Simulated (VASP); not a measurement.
# CdS (F-43m) in VASP: settings compared

The runs below take CdS through single point, with HSE06, PBE-based screened hybrid with 75 % exact exchange, PBE-based screened hybrid with 5 % exact exchange, PBE-based screened hybrid with 10 % exact exchange.

Program: VASP 6.6.1. These are calculated values, not measurements. Logs are shortened: lines on timing, memory, paths and dates and some standing lists are left out, and cuts for length are marked.

### 1 The cell of the first run

Symmetry: F-43m, No. 216, cubic system. The conventional cell has a = 5.878 Å, b = 5.878 Å, c = 5.878 Å, α = 90.00°, β = 90.00°, γ = 90.00°. Within 3.4 Å of Cd (site symmetry -43m) lie 4 S at 2.55 Å. Within 3.4 Å of S (site symmetry -43m) lie 4 Cd at 2.55 Å.

### 2 Single point, HSE06

Input file POSCAR:

```
CdS
1.0
    0.0000000000      2.9392148400      2.9392148400
    2.9392148400      0.0000000000      2.9392148400
    2.9392148400      2.9392148400      0.0000000000
Cd S
1 1
Direct
    0.0000000000      0.0000000000      0.0000000000
    0.2500000000      0.2500000000      0.2500000000
```

Input file INCAR.step1:

```
ALGO     = Normal         # electronic algorithm
EDIFF    = 1E-5           # SCF threshold, eV
ENCUT    = 520            # plane-wave cutoff, eV
GGA      = PE             # functional
ISIF     = 2              # what is computed and relaxed
ISMEAR   = 0              # smearing method
LASPH    = T              # aspherical terms in the spheres
LREAL    = F              # projectors in reciprocal space
LWAVE    = T              # write WAVECAR
NBANDS   = 16             # bands
NELM     = 100            # most SCF steps
PREC     = Accurate       # precision mode
SIGMA    = 0.01           # smearing width, eV
```

Input file INCAR.step2:

```
ALGO     = Normal         # electronic algorithm
EDIFF    = 1E-6           # SCF threshold, eV
ENCUT    = 520            # plane-wave cutoff, eV
GGA      = PE             # functional
HFSCREEN = 0.2079         # screening, 1/A
ISIF     = 2              # what is computed and relaxed
ISMEAR   = 0              # smearing method
ISTART   = 1            
LASPH    = T              # aspherical terms in the spheres
LCHARG   = T              # write CHGCAR
LELF     = T              # ELF
LHFCALC  = T              # exact exchange
LREAL    = F              # projectors in reciprocal space
LVHAR    = T            
LWAVE    = F              # write WAVECAR
NBANDS   = 16             # bands
NELM     = 100            # most SCF steps
PREC     = Accurate       # precision mode
PRECFOCK = Normal       
SIGMA    = 0.01           # smearing width, eV
```

Input file KPOINTS:

```
k-points
0
Gamma
  4 4 4
```

Potentials or basis: VASP PAW PBE potentials, release 64 (Cd, S).

The run is started by

```bash
cat potpaw_PBE.64/Cd/POTCAR potpaw_PBE.64/S/POTCAR > POTCAR
cp INCAR.step1 INCAR
mpirun -np 1 vasp_std > vasp.out
cp INCAR.step2 INCAR
mpirun -np 1 vasp_std > vasp.out
```

OUTCAR:

```text
EDIFF = 1E-6
   ENCUT = 520
   GGA = PE
   HFSCREEN = 0.2079
   ISIF = 2
   ISMEAR = 0
   ISTART = 1
   LASPH = T
   LHFCALC = T
   LREAL = F
   NELM = 100
   PREC = Accurate
   PRECFOCK = Normal

 ion  position               nearest neighbor table
   1  0.000  0.000  0.000-   2 2.55   2 2.55   2 2.55   2 2.55
   2  0.250  0.250  0.250-   1 2.55   1 2.55   1 2.55   1 2.55

  LATTYP: Found a face centered cubic cell.
 ALAT       =     5.8784296800

  Lattice vectors:

 A1 = (   0.0000000000,   2.9392148400,   2.9392148400)
 A2 = (   2.9392148400,   0.0000000000,   2.9392148400)
 A3 = (   2.9392148400,   2.9392148400,   0.0000000000)

Analysis of symmetry for initial positions (statically):
=====================================================================
 Subroutine PRICEL returns:
 Original cell was already a primitive cell.

 Routine SETGRP: Setting up the symmetry group for a
 face centered cubic supercell.

 Subroutine GETGRP returns: Found 24 space group operations
 (whereof 24 operations were pure point group operations)
 out of a pool of 48 trial point group operations.

The static configuration has the point symmetry T_d .

Analysis of symmetry for dynamics (positions and initial velocities):
=====================================================================
 Subroutine PRICEL returns:
 Original cell was already a primitive cell.

 Routine SETGRP: Setting up the symmetry group for a
 face centered cubic supercell.

 Subroutine GETGRP returns: Found 24 space group operations
 (whereof 24 operations were pure point group operations)
 out of a pool of 48 trial point group operations.

The dynamic configuration has the point symmetry T_d .

 Subroutine INISYM returns: Found 24 space group operations
 (whereof 24 operations are pure point group operations),
 and found     1 'primitive' translations

----------------------------------------------------------------------------------------

                                     Primitive cell

  volume of cell :      50.7837

  direct lattice vectors                    reciprocal lattice vectors
     0.000000000  2.939214840  2.939214840    -0.170113458  0.170113458  0.170113458
     2.939214840  0.000000000  2.939214840     0.170113458 -0.170113458  0.170113458
     2.939214840  2.939214840  0.000000000     0.170113458  0.170113458 -0.170113458

  length of vectors
     4.156677489  4.156677489  4.156677489     0.294645152  0.294645152  0.294645152

  position of ions in fractional coordinates (direct lattice)
     0.000000000  0.000000000  0.000000000
     0.250000000  0.250000000  0.250000000

  ion indices of the primitive-cell ions
   primitive index   ion index
                 1           1
                 2           2

----------------------------------------------------------------------------------------

 KPOINTS: k-points

Automatic generation of k-mesh.
 Grid dimensions read from file:
 generate k-points for:    4    4    4

 Generating k-lattice:

  Cartesian coordinates                     Fractional coordinates (reciprocal lattice)
    -0.042528364  0.042528364  0.042528364     0.250000000  0.000000000  0.000000000
     0.042528364 -0.042528364  0.042528364     0.000000000  0.250000000  0.000000000
     0.042528364  0.042528364 -0.042528364     0.000000000  0.000000000  0.250000000

  Length of vectors
     0.073661288  0.073661288  0.073661288

  Shift w.r.t. Gamma in fractional coordinates (k-lattice)
     0.000000000  0.000000000  0.000000000

 Subroutine IBZKPT returns following result:
 ===========================================

 Found      8 irreducible k-points:

 Following reciprocal coordinates:
            Coordinates               Weight
  0.000000  0.000000  0.000000      1.000000
  0.250000  0.000000  0.000000      8.000000
  0.500000  0.000000  0.000000      4.000000
  0.250000  0.250000  0.000000      6.000000
  0.500000  0.250000  0.000000     24.000000
 -0.250000  0.250000  0.000000     12.000000
  0.500000  0.500000  0.000000      3.000000
 -0.250000  0.500000  0.250000      6.000000
   k-points           NKPTS =      8   k-points in BZ     NKDIM =     64   number of bands    NBANDS=     16
   number of dos      NEDOS =    301   number of ions     NIONS =      2
   total plane-waves  NPLWV =  32768
   dimension x,y,z NGX =    32 NGY =   32 NGZ =   32
   dimension x,y,z NGXF=    64 NGYF=   64 NGZF=   64
   ions per type =               1   1
   NGX,Y,Z   is equivalent  to a cutoff of  12.80, 12.80, 12.80 a.u.
   NGXF,Y,Z  is equivalent  to a cutoff of  25.60, 25.60, 25.60 a.u.
 SYSTEM =  unknown system
   PREC   = accura    normal or accurate (medium, high low for compatibility)
   ISTART =      1    job   : 0-new  1-cont  2-samecut
   ICHARG =      0    charge: 1-file 2-atom 10-const
   ISPIN  =      1    spin polarized calculation?
   LNONCOLLINEAR =      F non collinear calculations
   LSORBIT =      F    spin-orbit coupling
   LASPH  =      T    aspherical Exc in radial PAW
   ENCUT  =  520.0 eV  38.22 Ry    6.18 a.u.   7.73  7.73  7.73*2*pi/ulx,y,z
   NELM   =    100;   NELMIN=  2; NELMDL=  0     # of ELM steps
   EDIFF  = 0.1E-05   stopping-criterion for ELM
   LREAL  =      F    real-space projection
   EDIFFG = 0.1E-04   stopping-criterion for IOM
   NSW    =      0    number of steps for IOM
   IBRION =     -1    ionic relax: 0-MD 1-quasi-New 2-CG
   NFREE  =      0    steps in history (QN), initial steepest desc. (CG)
   ISIF   =      2    stress and relaxation
   ISYM   =      3    0-nonsym 1-usesym 2-fastsym
   POTIM  = 0.5000    time-step for ionic-motion
   TEBEG  =    0.0;   TEEND  =   0.0 temperature during run
   PSTRESS=    0.0 pullay stress
   NELECT =      18.0000    total number of electrons
   NUPDOWN=      -1.0000    fix difference up-down
   EMIN   =  10.00;   EMAX   =-10.00  energy-range for DOS
   EFERMI =   0.00;   METHOD = LEGACY
   ISMEAR =     0;   SIGMA  =   0.01  broadening in eV -4-tet -1-fermi 0-gaus
   EFERMI_NEDOS =   21; number of points for ismear=-14 and -15
   IALGO  =     38    algorithm
   IMIX   =      1    mixing-type and parameters
     AMIX     =   0.40;   BMIX     =  1.00
     AMIX_MAG =   1.60;   BMIX_MAG =  1.00
  volume/ion in A,a.u.               =      25.39       171.35
  Fermi-wavevector in a.u.,A,eV,Ry     =   1.158575  2.189390 18.263062  1.342297
  Thomas-Fermi vector in A             =   2.295176
   LORBIT       =      0    0 simple, 1 ext, 2 COOP (PROOUT), +10 PAW based schemes
   GGA     = PE    functional components
   LHFCALC =     T    Hartree Fock is set to
   PRECFOCK=normal    Normal, Fast or Accurate (Low or Medium for compatibility)
   ENCUT4O =  -1.0   cutoff for four orbital integrals eV
   NKREDX  =     1    reduce k-point grid by
   NKREDY  =     1    reduce k-point grid by
   NKREDZ  =     1    reduce k-point grid by
   AEXX    =    0.2500 exact exchange contribution
   HFSCREEN=    0.2079 screening length (either q_TF or 0.3 A-1)
   HFSCREENC=   0.2079 screening length for correlation (either q_TF or 0.3 A-1)
   ENCUTFOCK=  -1.0 apply spherical cutoff to Coloumb kernel
   IVDW    =     0    specifies the selected vdW correction
   LEPSILON=     F    determine dielectric tensor
   LRPA    =     F    only Hartree local field effects (RPA)
 non-spin polarized calculation
 Gauss-broadening in eV      SIGMA  =   0.01
  energy-cutoff  :      520.00
  volume of cell :       50.78
 maximum number of plane-waves:      1384
 NGX is ok and might be reduce to    32
  NGX = 24; NGY = 24; NGZ = 24

 number of electron      18.0000005 magnetization

 Free energy of the ion-electron system (eV)
  ---------------------------------------------------
  ext. energy  EPLUGINS =         0.00000000
  ---------------------------------------------------
  free energy    TOTEN  =        -7.59695951 eV

  energy without entropy =       -7.59695951  energy(sigma->0) =       -7.59695951

 E-fermi :   0.5733     XC(G=0):  -7.5015

 val. band max:        0.4799992778   @ k =   0.0000   0.0000   0.0000
 cond. band min:       2.6025011925   @ k =   0.0000   0.0000   0.0000
 fundamental gap:      2.1225019147
 Fermi energy:         0.5732758457

 k-point     1 :       0.0000    0.0000    0.0000
  band No.  band energies     occupation
      1     -12.9235      2.00000
      2      -8.3082      2.00000
      3      -8.3082      2.00000
      4      -8.3082      2.00000
      5      -7.8566      2.00000
      6      -7.8566      2.00000
[... 8 lines left out ...]
     15      13.2274      0.00000
     16      13.2274      0.00000

 k-point     2 :       0.2500    0.0000    0.0000
  band No.  band energies     occupation
      1     -12.7067      2.00000
      2      -8.2413      2.00000
      3      -8.2413      2.00000
      4      -8.0401      2.00000
      5      -7.8532      2.00000
      6      -7.8532      2.00000
[... 8 lines left out ...]
     15      12.3166      0.00000
     16      12.8939      0.00000

 k-point     3 :       0.5000    0.0000    0.0000
  band No.  band energies     occupation
      1     -12.4933      2.00000
      2      -8.1940      2.00000
      3      -8.1940      2.00000
      4      -7.8247      2.00000
      5      -7.8247      2.00000
      6      -7.4599      2.00000
[... 8 lines left out ...]
     15      14.3957      0.00000
     16      14.3957      0.00000

 k-point     4 :       0.2500    0.2500    0.0000
  band No.  band energies     occupation
      1     -12.6367      2.00000
      2      -8.1598      2.00000
      3      -8.1598      2.00000
      4      -8.1045      2.00000
      5      -7.8609      2.00000
      6      -7.8183      2.00000
[... 8 lines left out ...]
     15      13.6553      0.00000
     16      16.3802      0.00000

 k-point     5 :       0.5000    0.2500    0.0000
  band No.  band energies     occupation
      1     -12.4290      2.00000
      2      -8.1380      2.00000
      3      -8.0874      2.00000
      4      -7.9351      2.00000
      5      -7.8109      2.00000
      6      -7.4140      2.00000
[... 8 lines left out ...]
     15      14.5370      0.00000
     16      15.4785      0.00000

 k-point     6 :      -0.2500    0.2500    0.0000
  band No.  band energies     occupation
      1     -12.4967      2.00000
      2      -8.1628      2.00000
      3      -8.1543      2.00000
      4      -7.8721      2.00000
      5      -7.8673      2.00000
      6      -7.5687      2.00000
[... 8 lines left out ...]
     15      14.0904      0.00000
     16      15.2579      0.00000

 k-point     7 :       0.5000    0.5000    0.0000
  band No.  band energies     occupation
      1     -12.3622      2.00000
      2      -8.0780      2.00000
      3      -7.9873      2.00000
      4      -7.9873      2.00000
      5      -7.7796      2.00000
      6      -7.3753      2.00000
[... 8 lines left out ...]
     15      14.2414      0.00000
     16      15.3518      0.00000

 k-point     8 :      -0.2500    0.5000    0.2500
  band No.  band energies     occupation
      1     -12.3643      2.00000
      2      -8.0782      2.00000
      3      -8.0779      2.00000
      4      -7.8982      2.00000
      5      -7.8469      2.00000
      6      -7.2094      2.00000
[... 8 lines left out ...]
     15      14.9318      0.00000
     16      15.2365      0.00000

------------------------ aborting loop because EDIFF is reached ----------------------------------------

  FORCE on cell =-STRESS in cart. coord.  units (eV):
  Direction    XX          YY          ZZ          XY          YZ          ZX
  --------------------------------------------------------------------------------------
  -------------------------------------------------------------------------------------
  Total        0.2020672      0.2020672      0.2020672      0.0000000      0.0000000     -0.0000000
  in kB        6.3750325      6.3750325      6.3750325      0.0000000      0.0000000     -0.0000000
  external PRESSURE =       6.3750325 kB  Pullay stress =       0.0000000 kB

 VOLUME and BASIS-vectors are now :
 -----------------------------------------------------------------------------
  energy-cutoff  :      520.00
  volume of cell :       50.78
      direct lattice vectors                 reciprocal lattice vectors
     0.000000000  2.939214840  2.939214840    -0.170113458  0.170113458  0.170113458
     2.939214840  0.000000000  2.939214840     0.170113458 -0.170113458  0.170113458
     2.939214840  2.939214840  0.000000000     0.170113458  0.170113458 -0.170113458

 POSITION                                       TOTAL-FORCE (eV/Angst)
 -----------------------------------------------------------------------------------
      0.00000      0.00000      0.00000        -0.000000     -0.000000      0.000000
      1.46961      1.46961      1.46961         0.000000      0.000000     -0.000000
 -----------------------------------------------------------------------------------
    total drift:                                0.000100      0.000110      0.000065

  FREE ENERGIE OF THE ION-ELECTRON SYSTEM (eV)
  ---------------------------------------------------
  free  energy   TOTEN  =        -7.5969595117 eV

  energy  without entropy=       -7.5969595117  energy(sigma->0) =       -7.59695951
```

Run time: 4 min. Hardware: 1 thread of Intel Xeon Platinum 8375C at 2.90GHz (Ice Lake), shared host; peak memory 0.28 GiB.

What came out:

```yaml
Free_energy: -7.5970 eV
Pressure: 0.6 GPa
Band_gap_on_the_k_mesh: 2.12 eV
```

Caveat: the k points lie up to 0.46 Å⁻¹ apart; the PAW data sets were made with another functional, which shifts forces and pressure a little.

### 3 Single point, PBE-based screened hybrid with 75 % exact exchange

POSCAR is that of step 2.

Input file INCAR.step1:

```
ALGO = Normal
EDIFF = 1E-5
ENCUT = 520
GGA = PE
ISIF = 2
ISMEAR = 0
LASPH = T
LREAL = F
LWAVE = T
NBANDS = 16
NELM = 100
PREC = Accurate
SIGMA = 0.01
```

Input file INCAR.step2:

```
AEXX = 0.75
ALGO = Normal
EDIFF = 1E-6
ENCUT = 520
GGA = PE
HFSCREEN = 0.5
ISIF = 2
ISMEAR = 0
ISTART = 1
LASPH = T
LCHARG = T
LELF = T
LHFCALC = T
LREAL = F
LVHAR = T
LWAVE = F
NBANDS = 16
NELM = 100
PREC = Accurate
PRECFOCK = Normal
SIGMA = 0.01
```

KPOINTS is that of step 2.

Potentials or basis: VASP PAW PBE potentials, release 64 (Cd, S).

The run is started by

```bash
cat potpaw_PBE.64/Cd/POTCAR potpaw_PBE.64/S/POTCAR > POTCAR
cp INCAR.step1 INCAR
mpirun -np 1 vasp_std > vasp.out
cp INCAR.step2 INCAR
mpirun -np 1 vasp_std > vasp.out
```

It took 5.4 min on 1 thread of Intel Xeon Platinum 8375C at 2.90GHz (Ice Lake), shared host; peak memory 0.28 GiB.

Results (log left out):

```
Free energy            : -8.9128 eV
Pressure               : 0.1 GPa
Band gap on the k mesh : 2.76 eV
```

Levels at points of the mesh, in eV from the valence-band top:
```tsv
k point	band 6	band 7	band 8	band 9	band 10	band 11	band 12	band 13
(0.00, 0.00, 0.00)	-9.93	0.00	0.00	0.00	2.76	8.38	8.38	8.38
(0.50, 0.00, 0.00)	-9.47	-4.51	-0.77	-0.77	4.74	8.75	8.75	9.21
(0.50, 0.50, 0.00)	-9.34	-4.10	-1.93	-1.93	4.90	6.08	11.20	13.09
```

Caveat: the k points lie up to 0.46 Å⁻¹ apart; the PAW data sets were made with another functional, which shifts forces and pressure a little.

### 4 Single point, PBE-based screened hybrid with 5 % exact exchange

POSCAR is that of step 3.

Input file INCAR.step1:

```
PREC = Accurate ; ENCUT = 520
EDIFF = 1E-5 ; ISMEAR = 0
SIGMA = 0.01 ; LREAL = False
LASPH = True ; NELM = 60
ALGO = Normal ; ISIF = 2
LWAVE = True ; LCHARG = False
NBANDS = 16 ; GGA = PE
```

Input file INCAR.step2:

```
PREC = Accurate ; ENCUT = 520
EDIFF = 1E-6 ; ISMEAR = 0
SIGMA = 0.01 ; LREAL = False
LASPH = True ; NELM = 60
ALGO = Normal ; ISIF = 2
LWAVE = False ; LCHARG = False
GGA = PE ; LHFCALC = True
AEXX = 0.05 ; HFSCREEN = 0.3
PRECFOCK = Normal ; NBANDS = 16
ISTART = 1
```

Input file KPOINTS:

```
Automatic mesh
0
Gamma
  4 4 4
```

The run is started by

```bash
cat potpaw_PBE.64/Cd/POTCAR potpaw_PBE.64/S/POTCAR > POTCAR
cp INCAR.step1 INCAR
mpirun -np 1 vasp_std > vasp.out
cp INCAR.step2 INCAR
mpirun -np 1 vasp_std > vasp.out
```

It took 3.2 min on 1 thread of Intel Xeon Platinum 8375C at 2.90GHz (Ice Lake), shared host; peak memory 0.28 GiB.

The run converged. Its results:

- Free energy: -6.3515 eV
- Pressure: 1.6 GPa
- Band gap on the k mesh: 1.25 eV

Levels at points of the mesh, in eV from the valence-band top:
| k point | band 7 | band 8 | band 9 | band 10 | band 11 | band 12 |
| --- | --- | --- | --- | --- | --- | --- |
| (0.00, 0.00, 0.00) | 0.00 | 0.00 | 0.00 | 1.25 | 6.72 | 6.72 |
| (0.50, 0.00, 0.00) | -4.32 | -0.73 | -0.73 | 3.14 | 7.18 | 7.18 |
| (0.50, 0.50, 0.00) | -3.90 | -1.82 | -1.82 | 3.71 | 4.49 | 9.34 |

Caveat: the k points lie up to 0.46 Å⁻¹ apart; the PAW data sets were made with another functional, which shifts forces and pressure a little.

### 5 Single point, PBE-based screened hybrid with 10 % exact exchange

POSCAR is that of step 4.

Input file INCAR.step1:

```
SYSTEM = CdS
PREC = Accurate ; ENCUT = 520
EDIFF = 1E-5 ; ISMEAR = 0
SIGMA = 0.01 ; LREAL = .False.
LASPH = .True. ; NELM = 60
ALGO = Normal ; ISIF = 2
LWAVE = .True. ; LCHARG = .False.
GGA = PE ; NBANDS = 16
```

Input file INCAR.step2:

```
SYSTEM = CdS
PREC = Accurate ; ENCUT = 520
EDIFF = 1E-7 ; ISMEAR = 0
SIGMA = 0.01 ; LREAL = .False.
LASPH = .True. ; NELM = 60
ALGO = Normal ; ISIF = 2
LWAVE = .False. ; LCHARG = .False.
GGA = PE ; LHFCALC = .True.
AEXX = 0.1 ; HFSCREEN = 0.5
PRECFOCK = Normal ; ISTART = 1
NBANDS = 16
```

Input file KPOINTS:

```
Automatic mesh
0
Gamma
  4 4 4
  0 0 0
```

The run is started by

```bash
cat potpaw_PBE.64/Cd/POTCAR potpaw_PBE.64/S/POTCAR > POTCAR
cp INCAR.step1 INCAR
mpirun -np 1 vasp_std > vasp.out
cp INCAR.step2 INCAR
mpirun -np 1 vasp_std > vasp.out
```

It took 4.3 min on 1 thread of Intel Xeon Platinum 8375C at 2.90GHz (Ice Lake), shared host; peak memory 0.28 GiB.

The run converged. Its results:

| Property | Result |
| --- | --- |
| Free energy | -6.4419 eV |
| Pressure | 1.6 GPa |
| Band gap on the k mesh | 1.30 eV |

Levels at points of the mesh, in eV from the valence-band top:
```
           k point  band 7  band 8  band 9  band 10  band 11  band 12
(0.00, 0.00, 0.00)    0.00    0.00    0.00     1.30     6.77     6.77
(0.50, 0.00, 0.00)   -4.31   -0.73   -0.73     3.19     7.23     7.23
(0.50, 0.50, 0.00)   -3.90   -1.82   -1.82     3.75     4.54     9.40
```

Caveat: the k points lie up to 0.46 Å⁻¹ apart; the PAW data sets were made with another functional, which shifts forces and pressure a little.

### 6 The runs side by side

```tsv
level	share of exact exchange	screening parameter	gap on the mesh (eV)	pressure (GPa)
HSE06	0.25	0.2079 1/Å	2.12	0.6
PBE-based screened hybrid with 75 % exact exchange	0.75	0.5 1/Å	2.76	0.1
PBE-based screened hybrid with 5 % exact exchange	0.05	0.3 1/Å	1.25	1.6
PBE-based screened hybrid with 10 % exact exchange	0.1	0.5 1/Å	1.30	1.6
```

Alike in all rows: task single point; potentials or basis VASP PAW PBE potentials, release 64 (Cd, S); no spin polarisation; cell as given; k mesh 4 × 4 × 4; cutoff (eV) 520; smearing gaussian 0.01 eV.

Caveats: all runs use coarse meshes; the PAW data sets were made with another functional, which shifts forces and pressure a little.

Absolute energies hang on the potentials; compare differences alone.
